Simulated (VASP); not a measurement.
# BeTe in VASP: notebook

BeTe is run at these levels: PBE; tasks: single point, relaxation of cell and atoms.

Program: VASP 6.6.1. These are calculated values, not measurements. Logs are shortened: lines on timing, memory, paths and dates and some standing lists are left out, and cuts for length are marked.

**1. The cell of the first run**

The typed cell holds 2 atoms: a = 3.793 Å, b = 3.793 Å, c = 3.793 Å, α = 120.31°, β = 120.16°, γ = 89.59°.

**2. Single point, PBE**

INCAR

```
ALGO = Normal ; EDIFF = 1E-6
ENCUT = 520 ; GGA = PE
ISIF = 2 ; ISMEAR = 0
LASPH = T ; LCHARG = F
LREAL = F ; LWAVE = F
NBANDS = 11 ; NELM = 60
PREC = Accurate ; SIGMA = 0.1
```

KPOINTS

```
k-points
0
Gamma
  6 6 6
```

POSCAR

```
BeTe
1.0
   -1.8874684407      1.8916099726      2.6911957313
    1.8874684407     -1.8916099726      2.6911957313
    1.8874684407      1.8916099726     -2.6911957313
Be Te
1 1
Direct
    0.5000000000      0.5000000000      0.0000000000
    0.0000000000      0.0000000000      0.0000000000
```

Potentials or basis: VASP PAW PBE potentials, release 64 (Be, Te).

Launch:

```console
$ cat potpaw_PBE.64/Be/POTCAR potpaw_PBE.64/Te/POTCAR > POTCAR
$ mpirun -np 1 vasp_std > vasp.out
```

OUTCAR:

```text
EDIFF = 1E-6
   ENCUT = 520
   GGA = PE
   ISIF = 2
   ISMEAR = 0
   LASPH = T
   LREAL = F
   NELM = 60
   PREC = Accurate

 ion  position               nearest neighbor table
   1  0.500  0.500  0.000-   2 2.67   2 2.67   2 2.67   2 2.67   2 2.69   2 2.69
   2  0.000  0.000  0.000-   1 2.67   1 2.67   1 2.67   1 2.67   1 2.69   1 2.69

  LATTYP: Found a body centered orthorhombic cell.
 ALAT       =     3.7749368814
 B/A-ratio  =     1.0021942258
 C/A-ratio  =     1.4258229029

  Lattice vectors:

 A1 = (  -1.8874684407,   1.8916099726,   2.6911957313)
 A2 = (   1.8874684407,  -1.8916099726,   2.6911957313)
 A3 = (   1.8874684407,   1.8916099726,  -2.6911957313)

Analysis of symmetry for initial positions (statically):
=====================================================================
 Subroutine PRICEL returns:
 Original cell was already a primitive cell.

 Routine SETGRP: Setting up the symmetry group for a
 body centered orthorhombic supercell.

 Subroutine GETGRP returns: Found  8 space group operations
 (whereof  8 operations were pure point group operations)
 out of a pool of  8 trial point group operations.

The static configuration has the point symmetry D_2h.

Analysis of symmetry for dynamics (positions and initial velocities):
=====================================================================
 Subroutine PRICEL returns:
 Original cell was already a primitive cell.

 Routine SETGRP: Setting up the symmetry group for a
 body centered orthorhombic supercell.

 Subroutine GETGRP returns: Found  8 space group operations
 (whereof  8 operations were pure point group operations)
 out of a pool of  8 trial point group operations.

The dynamic configuration has the point symmetry D_2h.

 Subroutine INISYM returns: Found  8 space group operations
 (whereof  8 operations are pure point group operations),
 and found     1 'primitive' translations

----------------------------------------------------------------------------------------

                                     Primitive cell

  volume of cell :      38.4341

  direct lattice vectors                    reciprocal lattice vectors
    -1.887468441  1.891609973  2.691195731     0.000000000  0.264325103  0.185791020
     1.887468441 -1.891609973  2.691195731     0.264905092  0.000000000  0.185791020
     1.887468441  1.891609973 -2.691195731     0.264905092  0.264325103  0.000000000

  length of vectors
     3.792526845  3.792526845  3.792526845     0.323088321  0.323562993  0.374222484

  position of ions in fractional coordinates (direct lattice)
     0.500000000  0.500000000  0.000000000
     0.000000000  0.000000000  0.000000000

  ion indices of the primitive-cell ions
[... 81 lines left out ...]
   ISIF   =      2    stress and relaxation
   ISYM   =      2    0-nonsym 1-usesym 2-fastsym
   POTIM  = 0.5000    time-step for ionic-motion
   TEBEG  =    0.0;   TEEND  =   0.0 temperature during run
   PSTRESS=    0.0 pullay stress
   NELECT =       8.0000    total number of electrons
   NUPDOWN=      -1.0000    fix difference up-down
   EMIN   =  10.00;   EMAX   =-10.00  energy-range for DOS
   EFERMI =   0.00;   METHOD = LEGACY
   ISMEAR =     0;   SIGMA  =   0.10  broadening in eV -4-tet -1-fermi 0-gaus
   EFERMI_NEDOS =   21; number of points for ismear=-14 and -15
   IALGO  =     38    algorithm
   IMIX   =      4    mixing-type and parameters
     AMIX     =   0.40;   BMIX     =  1.00
     AMIX_MAG =   1.60;   BMIX_MAG =  1.00
  volume/ion in A,a.u.               =      19.22       129.68
  Fermi-wavevector in a.u.,A,eV,Ry     =   0.970210  1.833432 12.807278  0.941308
  Thomas-Fermi vector in A             =   2.100327
   LORBIT       =      0    0 simple, 1 ext, 2 COOP (PROOUT), +10 PAW based schemes
   GGA     = PE    functional components
   LHFCALC =     F    Hartree Fock is set to
   AEXX    =    0.0000 exact exchange contribution
   IVDW    =     0    specifies the selected vdW correction
   LEPSILON=     F    determine dielectric tensor
   LRPA    =     F    only Hartree local field effects (RPA)
 non-spin polarized calculation
 Gauss-broadening in eV      SIGMA  =   0.10
  energy-cutoff  :      520.00
  volume of cell :       38.43
 maximum number of plane-waves:      1048
   NGX = 15   NGY = 15   NGZ = 15

 number of electron       8.0000000 magnetization

 Free energy of the ion-electron system (eV)
  ---------------------------------------------------
  ext. energy  EPLUGINS =         0.00000000
  ---------------------------------------------------
  free energy    TOTEN  =        -6.58530370 eV

  energy without entropy =       -6.58220115  energy(sigma->0) =       -6.58375242

 E-fermi :   7.3613     XC(G=0):  -9.9650

 val. band max:        7.1763593594   @ k =  -0.3333  -0.3333   0.3333
 cond. band min:       7.4263426539   @ k =   0.3333   0.5000  -0.0000
 fundamental gap:      0.2499832945
 Fermi energy:         7.3613350388

 k-point     1 :       0.0000    0.0000    0.0000
  band No.  band energies     occupation
      1      -6.0902      2.00000
      2       6.9678      2.00000
      3       7.0003      2.00000
      4       7.0748      1.99995
      5      10.3597      0.00000
      6      13.4153      0.00000
      7      13.6353      0.00000
      8      13.6443      0.00000
      9      14.0888      0.00000
     10      14.1310      0.00000
     11      14.1700      0.00000
[... 309 lines left out ...]
 k-point    24 :       0.1667    0.3333    0.1667
  band No.  band energies     occupation
      1      -3.5407      2.00000
      2       1.4679      2.00000
      3       3.1808      2.00000
      4       4.3906      2.00000
      5      10.1938      0.00000
      6      10.3746      0.00000
      7      15.1375      0.00000
      8      15.3122      0.00000
      9      15.9308      0.00000
     10      16.4010      0.00000
     11      21.0833      0.00000

 [... further k-points ...]
[... 5 lines left out ...]
  --------------------------------------------------------------------------------------
  -------------------------------------------------------------------------------------
  Total        0.0888615      0.0196508     -0.0276888      0.0000000      0.0000000      0.0000000
  in kB        3.7043148      0.8191716     -1.1542473      0.0000000      0.0000000      0.0000000
  external PRESSURE =       1.1230797 kB  Pullay stress =       0.0000000 kB

 VOLUME and BASIS-vectors are now :
 -----------------------------------------------------------------------------
  energy-cutoff  :      520.00
  volume of cell :       38.43
      direct lattice vectors                 reciprocal lattice vectors
    -1.887468441  1.891609973  2.691195731     0.000000000  0.264325103  0.185791020
     1.887468441 -1.891609973  2.691195731     0.264905092  0.000000000  0.185791020
     1.887468441  1.891609973 -2.691195731     0.264905092  0.264325103  0.000000000

 POSITION                                       TOTAL-FORCE (eV/Angst)
 -----------------------------------------------------------------------------------
      0.00000      0.00000      2.69120         0.000000     -0.000000      0.000000
      0.00000      0.00000      0.00000        -0.000000      0.000000     -0.000000
 -----------------------------------------------------------------------------------
    total drift:                                0.000000     -0.000000     -0.000000

  FREE ENERGIE OF THE ION-ELECTRON SYSTEM (eV)
  ---------------------------------------------------
  free  energy   TOTEN  =        -6.5853037029 eV

  energy  without entropy=       -6.5822011458  energy(sigma->0) =       -6.58375242
```

stdout:

```text
POSCAR found type information on POSCAR BeTe
 POSCAR found :  2 types and       2 ions
 scaLAPACK will be used
 LDA part: xc-table for (Slater+PW92), standard interpolation
 POSCAR, INCAR and KPOINTS ok, starting setup
 FFT: planning ... GRIDC
 FFT: planning ... GRID_SOFT
 FFT: planning ... GRID
 WAVECAR not read
 entering main loop
```

Wall time 11 s (1 thread of Intel Xeon Platinum 8488C (Sapphire Rapids), shared host); peak memory 0.16 GiB.

Results:

```
Free energy            : -6.5853 eV
Pressure               : 0.1 GPa
Band gap on the k mesh : zero (band 4 reaches 7.58 eV, above the bottom of band 5 at 6.33 eV)
```

Levels at points of the mesh, in eV from the Fermi level:
| k point | band 1 | band 2 | band 3 | band 4 | band 5 | band 6 | band 7 | band 8 | band 9 |
| --- | --- | --- | --- | --- | --- | --- | --- | --- | --- |
| (0.00, 0.00, 0.00) | -13.45 | -0.39 | -0.36 | -0.29 | 3.00 | 6.05 | 6.27 | 6.28 | 6.73 |
| (0.50, 0.00, 0.00) | -11.52 | -6.88 | -0.37 | -0.31 | 2.19 | 2.25 | 2.89 | 5.49 | 11.87 |
| (0.00, 0.50, 0.00) | -11.51 | -6.87 | -0.37 | -0.33 | 2.19 | 2.22 | 2.87 | 5.47 | 11.88 |
| (0.50, 0.50, 0.00) | -10.68 | -6.14 | -3.16 | -3.07 | -1.04 | 2.97 | 8.66 | 8.88 | 11.23 |
| (0.50, 0.50, 0.50) | -10.73 | -6.14 | -3.09 | -3.06 | -0.97 | 3.01 | 8.79 | 8.80 | 11.11 |

Caveat: the k points lie up to 0.39 Å⁻¹ apart; spin-orbit coupling is left out, which moves the levels of the heavy elements.

**3. Single point, PBE**

This run uses another cell than the first one, of 19.26 Å³/atom, 1.002 times its volume.

INCAR

```
  ALGO = Normal
  EDIFF = 1E-6
  ENCUT = 520
  GGA = PE
  ISIF = 2
  ISMEAR = 0
  LASPH = True
  LCHARG = False
  LREAL = False
  LWAVE = False
  NBANDS = 11
  NELM = 80
  PREC = Accurate
  SIGMA = 0.1
```

KPOINTS

```
k-points
0
Gamma
  18 18 18
```

POSCAR

```
BeTe
1.0
    0.0000000000      2.6803106489      2.6803106489
    2.6803106489      0.0000000000      2.6803106489
    2.6803106489      2.6803106489      0.0000000000
Be Te
1 1
Direct
    0.5000000000      0.5000000000      0.5000000000
    0.0000000000      0.0000000000      0.0000000000
```

Potentials or basis: VASP PAW PBE potentials, release 64 (Be, Te).

Launch:

```console
$ cat potpaw_PBE.64/Be/POTCAR potpaw_PBE.64/Te/POTCAR > POTCAR
$ mpirun -np 1 vasp_std > vasp.out
```

Wall time 33 s (1 thread of Intel Xeon Platinum 8488C (Sapphire Rapids), shared host); peak memory 0.22 GiB.

Results (log left out):

| Item | Value |
| --- | --- |
| Free energy | -6.6027 eV |
| Pressure | 0.1 GPa |
| Band gap on the k mesh | zero (band 4 reaches 7.54 eV, above the bottom of band 5 at 6.32 eV) |

Levels at points of the mesh, in eV from the Fermi level:
| k point | band 1 | band 2 | band 3 | band 4 | band 5 | band 6 | band 7 | band 8 | band 9 |
| --- | --- | --- | --- | --- | --- | --- | --- | --- | --- |
| (0.00, 0.00, 0.00) | -13.31 | -0.22 | -0.22 | -0.22 | 3.10 | 6.32 | 6.32 | 6.32 | 6.90 |
| (0.50, 0.00, 0.00) | -11.38 | -6.74 | -0.21 | -0.21 | 2.34 | 2.34 | 3.00 | 5.59 | 11.99 |
| (0.50, 0.50, 0.00) | -10.56 | -6.00 | -2.97 | -2.97 | -0.89 | 3.12 | 8.89 | 8.89 | 11.29 |

Caveat: spin-orbit coupling is left out, which moves the levels of the heavy elements.

**4. Relaxation of cell and atoms, PBE**

INCAR

```
PREC = Accurate
ENCUT = 600
EDIFF = 1E-6
ISMEAR = 0
SIGMA = 0.1
LREAL = False
LASPH = True
NELM = 80
ALGO = Normal
ISIF = 3
LWAVE = False
LCHARG = False
GGA = PE
IBRION = 2
NSW = 100
EDIFFG = -0.01
```

KPOINTS

```
regular mesh
0
Gamma
  18 18 18
```

POSCAR

```
BeTe
1.0
    0.0000000000      2.6785409620      2.6785409620
    2.6785409620      0.0000000000      2.6785409620
    2.6785409620      2.6785409620      0.0000000000
Be Te
1 1
Direct
    0.5000000000      0.5000000000      0.5000000000
    0.0000000000      0.0000000000      0.0000000000
```

Launch:

```console
$ cat potpaw_PBE.64/Be/POTCAR potpaw_PBE.64/Te/POTCAR > POTCAR
$ mpirun -np 1 vasp_std > vasp.out
```

Run time: 64 s. Hardware: 1 thread of Intel Xeon Platinum 8488C (Sapphire Rapids), shared host; peak memory 0.24 GiB.

It converged, with:

| Item | Value |
| --- | --- |
| Free energy | -6.6027 eV |
| Relaxed volume | 19.29 Å³/atom |
| Relaxed cell | a = 3.793 Å, b = 3.793 Å, c = 3.793 Å, α = 60.00°, β = 60.00°, γ = 60.00° |
| Space group after relaxing (to 0.05 Å) | Fm-3m (No. 225) |
| Energy gained by relaxing | 0.0 meV/atom |
| Ionic steps | 2 |
| Pressure after relaxing | 0.0 GPa |
| Band gap on the k mesh | zero (band 4 reaches 7.52 eV, above the bottom of band 5 at 6.30 eV) |

Final structure:
```
Be Te
1.0
     0.00000    2.68178    2.68178
     2.68178    0.00000    2.68178
     2.68178    2.68178    0.00000
Be Te
1 1
Direct
  0.50000 0.50000 0.50000
  0.00000 0.00000 0.00000
```

Levels at points of the mesh, in eV from the Fermi level:
```tsv
k point	band 1	band 2	band 3	band 4	band 5	band 6	band 7	band 8
(0.00, 0.00, 0.00)	-13.29	-0.22	-0.22	-0.22	3.09	6.31	6.31	6.31
(0.50, 0.00, 0.00)	-11.37	-6.73	-0.21	-0.21	2.34	2.34	2.99	5.59
(0.50, 0.50, 0.00)	-10.56	-5.99	-2.96	-2.96	-0.89	3.12	8.88	8.88
```

Caveat: spin-orbit coupling is left out, which moves the levels of the heavy elements.

**5. The runs side by side**

| task | cell | k mesh | cutoff (eV) | gap on the mesh (eV) | pressure (GPa) |
| --- | --- | --- | --- | --- | --- |
| single point | a = 3.793 Å, angles 120.3, 120.2, 89.6°, 2 atoms | 6 × 6 × 6 | 520 | none | 0.1 |
| single point | a = 3.791 Å, angles 60.0°, 2 atoms | 18 × 18 × 18 | 520 | none | 0.1 |
| relaxation of cell and atoms | relaxed from a = 3.788 Å, angles 60.0°, 2 atoms | 18 × 18 × 18 | 600 | none | 0.0 |

Alike in all rows: level PBE; potentials or basis VASP PAW PBE potentials, release 64 (Be, Te); no spin polarisation; smearing gaussian 0.1 eV.

Caveats: some runs use coarse meshes; spin-orbit coupling is left out, which moves the levels of the heavy elements.

Absolute energies hang on the potentials; compare differences alone.
